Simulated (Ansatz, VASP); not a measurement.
## Two plane-wave programs on CdS

```
CELL_PARAMETERS angstrom
0.00000 2.55048 2.55048
2.55048 0.00000 2.55048
2.55048 2.55048 0.00000
ATOMIC_POSITIONS crystal
Cd 0.00000 0.00000 0.00000
S 0.50000 0.50000 0.50000
```

Change from the starting cell: volume scaled by 0.8, PAW files.

Alike in both runs: task single point; functional PBE; k mesh 13 × 13 × 13; occupations fermi-dirac, width 0.1 eV; no spin polarisation.

|  | VASP | Ansatz |
| --- | --- | --- |
| version | VASP 6.6.1 | Ansatz 0.2.0 |
| potentials or method | VASP PAW PBE potentials, release 64 (Cd, S) | PAW with Ansatz's default frozen-core files, scalar-relativistic |
| plane-wave cutoff (eV) | 520 | 420 |
| valence electrons in the cell | 18 | 26 |

```tsv
	VASP	Ansatz	Ansatz less VASP
pressure (GPa)	28.2	27.1	-1.10
```

VASP's potentials hold 18 valence electrons a cell and Ansatz's 26, so a difference there can come from the potentials and not from the codes.
